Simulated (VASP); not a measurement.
# Cu: single point with PBE

Cu:

```
Cu
1.0
     2.42296    0.00000    0.00000
     0.00000    2.42296    0.00000
     0.00000    0.00000    2.42296
Cu
1
Direct
  0.00000 0.00000 0.00000
```

| Item | Value |
| --- | --- |
| Program | VASP 6.6.1 |
| Task | single point |
| Functional | PBE |
| Potentials or basis | VASP PAW PBE potentials, release 64 (Cu) |
| Cutoff | 520 eV |
| k mesh | 23 × 23 × 23 |
| Occupations | fermi-dirac, width 0.0612256 eV |
| Spin | no spin polarisation |

* Pressure: -1.7 GPa

Levels at points of the mesh, in eV from the Fermi level:
```csv
k point,band 4,band 5,band 6,band 7,band 8,band 9
"(0.00, 0.00, 0.00)",-1.28,-1.28,-1.28,17.33,17.33,17.33
```

It took 25 s on 1 thread of AMD EPYC 9R45 96-Core Processor (Zen 5), on a shared host, peak memory 0.13 GiB.
